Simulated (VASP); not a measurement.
A run of VASP 6.6.1 is set up as follows.

Contents of INCAR:

```
  ALGO = Fast
  EDIFF = 1E-6
  EDIFFG = -0.04
  ENCUT = 600
  GGA = PE
  IBRION = 2
  ISIF = 3
  ISMEAR = 0
  LASPH = True
  LCHARG = False
  LREAL = False
  LWAVE = False
  NELM = 100
  NSW = 90
  PREC = Accurate
  SIGMA = 0.1
```

Contents of KPOINTS:

```
k-points
0
Gamma
  6 6 6
```

File POSCAR:

```
AlIn2
1.0
    5.3741766926      0.0000000000      0.0000000000
   -2.6870883463      4.6541735402      0.0000000000
    0.0000000000      0.0000000000      2.9203004530
Al In
1 2
Direct
    0.0000000000      0.0000000000      0.5000000000
    0.3333333333      0.6666666667      0.5000000000
    0.6666666667      0.3333333333      0.5000000000
```

Potentials or basis: VASP PAW PBE potentials, release 64 (Al, In_d).

Launch:

```bash
$ cat potpaw_PBE.64/Al/POTCAR potpaw_PBE.64/In_d/POTCAR > POTCAR
$ mpirun -np 1 vasp_std > vasp.out
```

Problem. Estimate the space group after relaxing (to 0.05 Å).

Solution. P6/mmm (No. 191).

Problem. What does it give for the relaxed volume?

Solution. 25.15 Å³/atom.

Stress tensor (GPa, compression positive):
```
0.25 0.00 0.00
0.00 0.25 0.00
0.00 0.00 0.07
```
